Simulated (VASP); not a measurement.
# In (P6_3/mmc) in VASP: further runs

In is run at these levels: PBE; tasks: single point.

All numbers are computed with VASP 6.6.1; they aren't measurements. Logs are shortened: lines on timing, memory, paths and dates and some standing lists are left out, and cuts for length are marked.

**1. The cell of the first run**

It takes space group P6_3/mmc (No. 194, hexagonal). The conventional cell has a = 3.302 Å, b = 3.302 Å, c = 10.726 Å, α = 90.00°, β = 90.00°, γ = 120.00°. Within 4.3 Å of In (site symmetry -3m) lie 12 In at 3.29 to 3.30 Å. Within 4.3 Å of In (site symmetry -6m2) lie 12 In at 3.29 to 3.30 Å.

**2. Single point, PBE (volume scaled by 0.92)**

INCAR

```
PREC = Accurate
ENCUT = 520
EDIFF = 1E-6
ISMEAR = -1
SIGMA = 0.1
LREAL = F
LASPH = T
NELM = 80
ALGO = Normal
ISIF = 2
LWAVE = F
LCHARG = F
GGA = PE
NBANDS = 34
```

KPOINTS

```
Automatic mesh
0
Gamma
  12 12 4
```

POSCAR

```
In
1.0
    3.3019908333      0.0000000000      0.0000000000
   -1.6509954166      2.8596079448      0.0000000000
    0.0000000000      0.0000000000     10.7258318481
In
4
Direct
    1.0000000000      1.0000000000      0.0000000000
    1.0000000000      1.0000000000      0.5000000000
    0.3333333333      0.6666666667      0.2500000000
    0.6666666667      0.3333333333      0.7500000000
```

Potentials or basis: VASP PAW PBE potentials, release 64 (In_d).

On the command line:

```bash
$ cat potpaw_PBE.64/In_d/POTCAR > POTCAR
$ mpirun -np 1 vasp_std > vasp.out
```

OUTCAR:

```text
PREC = Accurate
   ENCUT = 520
   EDIFF = 1E-6
   ISMEAR = -1
   LREAL = F
   LASPH = T
   NELM = 80
   ISIF = 2
   GGA = PE

 ion  position               nearest neighbor table
   1  0.000  0.000  0.000-   3 3.29   4 3.29   4 3.29   3 3.29   4 3.29   3 3.29
   2  0.000  0.000  0.500-   3 3.29   4 3.29   4 3.29   3 3.29   4 3.29   3 3.29
   3  0.333  0.667  0.250-   1 3.29   2 3.29   1 3.29   2 3.29   1 3.29   2 3.29
   4  0.667  0.333  0.750-   1 3.29   2 3.29   1 3.29   2 3.29   1 3.29   2 3.29

  LATTYP: Found a hexagonal cell.
 ALAT       =     3.3019908333
 C/A-ratio  =     3.2482924362

  Lattice vectors:

 A1 = (   3.3019908333,   0.0000000000,   0.0000000000)
 A2 = (  -1.6509954166,   2.8596079448,   0.0000000000)
 A3 = (   0.0000000000,   0.0000000000,  10.7258318481)

Analysis of symmetry for initial positions (statically):
=====================================================================
 Subroutine PRICEL returns:
 Original cell was already a primitive cell.

 Routine SETGRP: Setting up the symmetry group for a
 hexagonal supercell.

 Subroutine GETGRP returns: Found 24 space group operations
 (whereof 12 operations were pure point group operations)
 out of a pool of 24 trial point group operations.

The static configuration has the point symmetry D_3d.
 The point group associated with its full space group is D_6h.

Analysis of symmetry for dynamics (positions and initial velocities):
=====================================================================
 Subroutine PRICEL returns:
 Original cell was already a primitive cell.

 Routine SETGRP: Setting up the symmetry group for a
 hexagonal supercell.

 Subroutine GETGRP returns: Found 24 space group operations
 (whereof 12 operations were pure point group operations)
 out of a pool of 24 trial point group operations.

The dynamic configuration has the point symmetry D_3d.
 The point group associated with its full space group is D_6h.

 Subroutine INISYM returns: Found 24 space group operations
 (whereof 12 operations are pure point group operations),
 and found     1 'primitive' translations

----------------------------------------------------------------------------------------

                                     Primitive cell

  volume of cell :     101.2776

  direct lattice vectors                    reciprocal lattice vectors
     3.301990833  0.000000000  0.000000000     0.302847600  0.174849144  0.000000000
    -1.650995417  2.859607945  0.000000000     0.000000000  0.349698287  0.000000000
     0.000000000  0.000000000 10.725831848     0.000000000  0.000000000  0.093232862

  length of vectors
     3.301990833  3.301990833 10.725831848     0.349698287  0.349698287  0.093232862

  position of ions in fractional coordinates (direct lattice)
     0.000000000  0.000000000  0.000000000
     0.000000000  0.000000000  0.500000000
     0.333333333  0.666666667  0.250000000
     0.666666667  0.333333333  0.750000000

  ion indices of the primitive-cell ions
   primitive index   ion index
                 1           1
                 2           2
                 3           3
                 4           4

----------------------------------------------------------------------------------------

 KPOINTS: Automatic mesh

Automatic generation of k-mesh.
 Grid dimensions read from file:
 generate k-points for:   12   12    4

 Generating k-lattice:

  Cartesian coordinates                     Fractional coordinates (reciprocal lattice)
     0.025237300  0.014570762  0.000000000     0.083333333  0.000000000  0.000000000
     0.000000000  0.029141524  0.000000000     0.000000000  0.083333333  0.000000000
     0.000000000  0.000000000  0.023308215     0.000000000  0.000000000  0.250000000

  Length of vectors
     0.029141524  0.029141524  0.023308215

  Shift w.r.t. Gamma in fractional coordinates (k-lattice)
     0.000000000  0.000000000  0.000000000

 Subroutine IBZKPT returns following result:
 ===========================================

 Found     57 irreducible k-points:

 Following reciprocal coordinates:
            Coordinates               Weight
  0.000000  0.000000  0.000000      1.000000
  0.083333  0.000000  0.000000      6.000000
  0.166667  0.000000  0.000000      6.000000
  0.250000  0.000000  0.000000      6.000000
  0.333333  0.000000  0.000000      6.000000
  0.416667  0.000000  0.000000      6.000000
[... 16 lines left out ...]
  0.250000  0.000000  0.250000     12.000000
  0.333333  0.000000  0.250000     12.000000
 [... further k-points ...]
   k-points           NKPTS =     57   k-points in BZ     NKDIM =     57   number of bands    NBANDS=     34
   number of dos      NEDOS =    301   number of ions     NIONS =      4
   total plane-waves  NPLWV =  62720
   dimension x,y,z NGX =    28 NGY =   28 NGZ =   80
   dimension x,y,z NGXF=    56 NGYF=   56 NGZF=  160
   ions per type =               4
   NGX,Y,Z   is equivalent  to a cutoff of  14.10, 14.10, 12.40 a.u.
[... 39 lines left out ...]
   IVDW    =     0    specifies the selected vdW correction
   LEPSILON=     F    determine dielectric tensor
   LRPA    =     F    only Hartree local field effects (RPA)
 non-spin polarized calculation
  energy-cutoff  :      520.00
  volume of cell :      101.28
 maximum number of plane-waves:      2752
 NGX is ok and might be reduce to    28
   NGX = 13   NGY = 13   NGZ = 39

 number of electron      52.0000012 magnetization

 Free energy of the ion-electron system (eV)
  ---------------------------------------------------
  ext. energy  EPLUGINS =         0.00000000
  ---------------------------------------------------
  free energy    TOTEN  =       -10.16541978 eV

  energy without entropy =      -10.11275905  energy(sigma->0) =      -10.13908942

 E-fermi :   7.8961     XC(G=0): -10.4106

 val. band max:        7.8893335908   @ k =   0.2500   0.2500   0.5000
 cond. band min:       7.9107208282   @ k =   0.2500   0.1667   0.5000
 fundamental gap:      0.0213872374
 Fermi energy:         7.8961000435

 k-point     1 :       0.0000    0.0000    0.0000
  band No.  band energies     occupation
      1      -6.8529      2.00000
      2      -6.8102      2.00000
      3      -6.7868      2.00000
      4      -6.7762      2.00000
      5      -6.7762      2.00000
      6      -6.7660      2.00000
[... 26 lines left out ...]
     33      17.4679      0.00000
     34      18.5234      0.00000

 k-point     2 :       0.0833    0.0000    0.0000
  band No.  band energies     occupation
      1      -6.8417      2.00000
      2      -6.8050      2.00000
      3      -6.7961      2.00000
      4      -6.7786      2.00000
      5      -6.7626      2.00000
      6      -6.7599      2.00000
[... 26 lines left out ...]
     33      16.9366      0.00000
     34      17.5294      0.00000

 k-point     3 :       0.1667    0.0000    0.0000
  band No.  band energies     occupation
      1      -6.8518      2.00000
      2      -6.8190      2.00000
      3      -6.8108      2.00000
      4      -6.7684      2.00000
      5      -6.7612      2.00000
      6      -6.7352      2.00000
[... 26 lines left out ...]
     33      15.9528      0.00000
     34      16.3253      0.00000

 k-point     4 :       0.2500    0.0000    0.0000
  band No.  band energies     occupation
      1      -6.8985      2.00000
      2      -6.8497      2.00000
      3      -6.8357      2.00000
      4      -6.7874      2.00000
      5      -6.7715      2.00000
      6      -6.7260      2.00000
[... 26 lines left out ...]
     33      14.9775      0.00000
     34      14.9974      0.00000

 k-point     5 :       0.3333    0.0000    0.0000
  band No.  band energies     occupation
      1      -6.9460      2.00000
      2      -6.8835      2.00000
      3      -6.8619      2.00000
      4      -6.8396      2.00000
      5      -6.8049      2.00000
      6      -6.7529      2.00000
[... 621 lines left out ...]
 k-point    22 :       0.1667    0.0000    0.2500
  band No.  band energies     occupation
      1      -6.8499      2.00000
      2      -6.8315      2.00000
      3      -6.7977      2.00000
      4      -6.7717      2.00000
      5      -6.7559      2.00000
      6      -6.7297      2.00000
[... 26 lines left out ...]
     33      15.9539      0.00000
     34      16.7299      0.00000

 k-point    23 :       0.2500    0.0000    0.2500
  band No.  band energies     occupation
      1      -6.8955      2.00000
      2      -6.8668      2.00000
      3      -6.8170      2.00000
      4      -6.7788      2.00000
      5      -6.7658      2.00000
      6      -6.7353      2.00000
[... 26 lines left out ...]
     33      14.4482      0.00000
     34      15.8046      0.00000

 k-point    24 :       0.3333    0.0000    0.2500
  band No.  band energies     occupation
      1      -6.9409      2.00000
      2      -6.9013      2.00000
      3      -6.8456      2.00000
      4      -6.8261      2.00000
      5      -6.7979      2.00000
      6      -6.7636      2.00000
[... 26 lines left out ...]
     33      14.2623      0.00000
     34      15.0661      0.00000

 [... further k-points ...]
[... 5 lines left out ...]
  --------------------------------------------------------------------------------------
  -------------------------------------------------------------------------------------
  Total        2.2491533      2.2491533      2.3264546      0.0000000      0.0000000      0.0000000
  in kB       35.5808481     35.5808481     36.8037284      0.0000000      0.0000000      0.0000000
  external PRESSURE =      35.9884749 kB  Pullay stress =       0.0000000 kB

 VOLUME and BASIS-vectors are now :
 -----------------------------------------------------------------------------
  energy-cutoff  :      520.00
  volume of cell :      101.28
      direct lattice vectors                 reciprocal lattice vectors
     3.301990833  0.000000000  0.000000000     0.302847600  0.174849144  0.000000000
    -1.650995417  2.859607945  0.000000000     0.000000000  0.349698287  0.000000000
     0.000000000  0.000000000 10.725831848     0.000000000  0.000000000  0.093232862

 POSITION                                       TOTAL-FORCE (eV/Angst)
 -----------------------------------------------------------------------------------
      0.00000      0.00000      0.00000         0.000000      0.000000      0.000000
      0.00000      0.00000      5.36292         0.000000      0.000000      0.000000
     -0.00000      1.90641      2.68146        -0.000000      0.000000      0.000000
      1.65100      0.95320      8.04437         0.000000     -0.000000     -0.000000
 -----------------------------------------------------------------------------------
    total drift:                                0.000000     -0.000000      0.000000

  FREE ENERGIE OF THE ION-ELECTRON SYSTEM (eV)
  ---------------------------------------------------
  free  energy   TOTEN  =       -10.1654197831 eV

  energy  without entropy=      -10.1127590497  energy(sigma->0) =      -10.13908942
```

Run time: 4 min. Hardware: 1 thread of Intel Xeon 6975P-C, shared host; peak memory 0.31 GiB.

Results:

* Free energy: -10.1654 eV
* Pressure: 3.6 GPa
* Band gap on the k mesh: zero (band 26 reaches 11.63 eV, above the bottom of band 27 at 6.71 eV)

Stress tensor (GPa, compression positive):
```
3.56 0.00 0.00
0.00 3.56 0.00
0.00 0.00 3.68
```

Levels at points of the mesh, in eV from the Fermi level:
```csv
k point,band 23,band 24,band 25,band 26,band 27,band 28,band 29,band 30
"(0.00, 0.00, 0.00)",-8.32,-4.27,-3.50,3.30,3.31,8.54,8.54,9.43
"(0.50, 0.00, 0.00)",-3.52,-3.17,-3.02,-2.93,0.40,0.45,1.38,2.36
"(0.00, 0.00, 0.50)",-6.50,-6.50,-0.58,-0.58,7.67,7.67,8.81,8.81
"(0.50, 0.00, 0.50)",-4.02,-4.02,-1.62,-1.62,-1.18,-1.18,3.61,3.61
```

Caveat: the cell differs from its parent crystal (volume scaled by 0.92); spin-orbit coupling is left out, which moves the levels of the heavy elements.

**3. Single point, PBE (volume scaled by 0.96)**

INCAR

```
SYSTEM = In
PREC     = Accurate       ! precision mode
ENCUT    = 520            ! plane-wave cutoff, eV
EDIFF    = 1E-6           ! SCF threshold, eV
ISMEAR   = -1             ! smearing method
SIGMA    = 0.1            ! smearing width, eV
LREAL    = .False.        ! projectors in reciprocal space
LASPH    = .True.         ! aspherical terms in the spheres
NELM     = 80             ! most SCF steps
ALGO     = Normal         ! electronic algorithm
ISIF     = 2              ! what is computed and relaxed
LWAVE    = .False.        ! write WAVECAR
LCHARG   = .True.         ! write CHGCAR
GGA      = PE             ! functional
LELF     = .True.         ! ELF
LVHAR    = .True.       
NBANDS   = 34             ! bands
```

KPOINTS

```
regular mesh
0
Gamma
  12 12 4
  0 0 0
```

POSCAR

```
In
1.0
    3.3491685049      0.0000000000      0.0000000000
   -1.6745842524      2.9004650068      0.0000000000
    0.0000000000      0.0000000000     10.8790787218
In
4
Direct
    1.0000000000      1.0000000000      0.0000000000
    1.0000000000      1.0000000000      0.5000000000
    0.3333333333      0.6666666667      0.2500000000
    0.6666666667      0.3333333333      0.7500000000
```

Potentials or basis: VASP PAW PBE potentials, release 64 (In_d).

On the command line:

```bash
$ cat potpaw_PBE.64/In_d/POTCAR > POTCAR
$ mpirun -np 1 vasp_std > vasp.out
```

Run time: 4 min. Hardware: 1 thread of Intel Xeon 6975P-C, shared host; peak memory 0.33 GiB.

The run converged. Its results:

- Free energy: -10.2378 eV
- Pressure: 1.6 GPa
- Band gap on the k mesh: zero (band 26 reaches 11.00 eV, above the bottom of band 27 at 6.24 eV)

Stress tensor (GPa, compression positive):
```
1.53 0.00 0.00
0.00 1.53 0.00
0.00 0.00 1.63
```

Levels at points of the mesh, in eV from the Fermi level:
```tsv
k point	band 22	band 23	band 24	band 25	band 26	band 27	band 28	band 29	band 30	band 31
(0.00, 0.00, 0.00)	-8.08	-8.07	-4.24	-3.31	3.19	3.20	8.25	8.25	9.10	9.10
(0.50, 0.00, 0.00)	-4.45	-3.52	-3.01	-3.00	-2.76	0.31	0.42	1.39	2.32	3.98
(0.00, 0.00, 0.50)	-9.12	-6.31	-6.31	-0.56	-0.56	7.43	7.43	8.51	8.51	8.51
(0.50, 0.00, 0.50)	-4.50	-3.88	-3.88	-1.57	-1.57	-1.16	-1.16	3.50	3.50	4.39
```

Caveat: the cell differs from its parent crystal (volume scaled by 0.96); spin-orbit coupling is left out, which moves the levels of the heavy elements.

**4. Single point, PBE**

This run uses another cell than the first one, of 27.52 Å³/atom, 1.087 times its volume.

INCAR

```
PREC     = Accurate       # precision mode
ENCUT    = 520            # plane-wave cutoff, eV
EDIFF    = 1E-7           # SCF threshold, eV
ISMEAR   = -1             # smearing method
SIGMA    = 0.1            # smearing width, eV
LREAL    = False          # projectors in reciprocal space
LASPH    = True           # aspherical terms in the spheres
NELM     = 60             # most SCF steps
ALGO     = Normal         # electronic algorithm
ISIF     = 2              # what is computed and relaxed
LWAVE    = False          # write WAVECAR
LCHARG   = False          # write CHGCAR
GGA      = PE             # functional
NBANDS   = 34             # bands
```

KPOINTS

```
Automatic mesh
0
Gamma
  12 12 4
```

POSCAR

```
In
1.0
    3.3950532274      0.0000000000      0.0000000000
   -1.6975266137      2.9402023421      0.0000000000
    0.0000000000      0.0000000000     11.0281257186
In
4
Direct
    1.0000000000      1.0000000000      0.0000000000
    1.0000000000      1.0000000000      0.5000000000
    0.3333333333      0.6666666667      0.2500000000
    0.6666666667      0.3333333333      0.7500000000
```

On the command line:

```bash
$ cat potpaw_PBE.64/In_d/POTCAR > POTCAR
$ mpirun -np 1 vasp_std > vasp.out
```

Run time: 3.9 min. Hardware: 1 thread of Intel Xeon 6975P-C, shared host; peak memory 0.33 GiB.

Results (log left out):

```yaml
Free_energy: -10.2602 eV
Pressure: 0.0 GPa
Band_gap_on_the_k_mesh: zero (band 26 reaches 10.41 eV, above the bottom of band 27 at 5.81 eV)
```

Levels at points of the mesh, in eV from the Fermi level:
```
           k point  band 22  band 23  band 24  band 25  band 26  band 27  band 28  band 29  band 30  band 31
(0.00, 0.00, 0.00)    -7.85    -7.83    -4.22    -3.13     3.09     3.10     7.98     7.98     8.79     8.79
(0.50, 0.00, 0.00)    -4.35    -3.52    -2.98    -2.85    -2.60     0.23     0.39     1.40     2.29     3.90
(0.00, 0.00, 0.50)    -8.85    -6.15    -6.15    -0.55    -0.55     7.20     7.20     8.22     8.22     8.22
(0.50, 0.00, 0.50)    -4.44    -3.77    -3.77    -1.53    -1.53    -1.14    -1.14     3.40     3.40     4.29
```

Caveat: spin-orbit coupling is left out, which moves the levels of the heavy elements.

**5. Single point, PBE (volume scaled by 1.04)**

INCAR

```
SYSTEM = In
PREC = Accurate
ENCUT = 520
EDIFF = 1E-6
ISMEAR = -1
SIGMA = 0.1
LREAL = .False.
LASPH = .True.
NELM = 60
ALGO = Normal
ISIF = 2
LWAVE = .False.
LCHARG = .True.
GGA = PE
LELF = .True.
LVHAR = .True.
NBANDS = 34
```

KPOINTS

```
regular mesh
0
Gamma
  12 12 4
  0 0 0
```

POSCAR

```
In
1.0
    3.4397301038      0.0000000000      0.0000000000
   -1.7198650519      2.9788936520      0.0000000000
    0.0000000000      0.0000000000     11.1732492783
In
4
Direct
    1.0000000000      1.0000000000      0.0000000000
    1.0000000000      1.0000000000      0.5000000000
    0.3333333333      0.6666666667      0.2500000000
    0.6666666667      0.3333333333      0.7500000000
```

On the command line:

```bash
$ cat potpaw_PBE.64/In_d/POTCAR > POTCAR
$ mpirun -np 1 vasp_std > vasp.out
```

It took 1.8 min on 1 thread of Intel Xeon 6975P-C (Granite Rapids), shared host; peak memory 0.34 GiB.

The run converged. Its results:

* Free energy: -10.2435 eV
* Pressure: -1.3 GPa
* Band gap on the k mesh: zero (band 26 reaches 9.87 eV, above the bottom of band 27 at 5.43 eV)

Levels at points of the mesh, in eV from the Fermi level:
```
           k point  band 22  band 23  band 24  band 25  band 26  band 27  band 28  band 29  band 30  band 31
(0.00, 0.00, 0.00)    -7.64    -7.62    -4.20    -2.97     2.99     3.00     7.72     7.72     8.50     8.50
(0.50, 0.00, 0.00)    -4.27    -3.52    -2.97    -2.71    -2.46     0.16     0.36     1.40     2.26     3.82
(0.00, 0.00, 0.50)    -8.61    -6.00    -6.00    -0.53    -0.53     6.97     6.97     7.95     7.95     7.95
(0.50, 0.00, 0.50)    -4.38    -3.68    -3.68    -1.49    -1.49    -1.10    -1.10     3.31     3.31     4.19
```

Caveat: the cell differs from its parent crystal (volume scaled by 1.04); spin-orbit coupling is left out, which moves the levels of the heavy elements.

**6. Overview**

| cell | gap on the mesh (eV) | pressure (GPa) |
| --- | --- | --- |
| a = 3.302, b = 3.302, c = 10.726 Å, angles 90.0, 90.0, 120.0°, 4 atoms | none | 3.6 |
| a = 3.349, b = 3.349, c = 10.879 Å, angles 90.0, 90.0, 120.0°, 4 atoms | none | 1.6 |
| a = 3.395, b = 3.395, c = 11.028 Å, angles 90.0, 90.0, 120.0°, 4 atoms | none | 0.0 |
| a = 3.440, b = 3.440, c = 11.173 Å, angles 90.0, 90.0, 120.0°, 4 atoms | none | -1.3 |

Alike in all rows: task single point; level PBE; potentials or basis VASP PAW PBE potentials, release 64 (In_d); no spin polarisation; k mesh 12 × 12 × 4; cutoff (eV) 520; smearing fermi-dirac 0.1 eV.

Caveats: spin-orbit coupling is left out, which moves the levels of the heavy elements.

Total energies depend on the potentials used, so only differences within one code and one set of settings carry meaning.
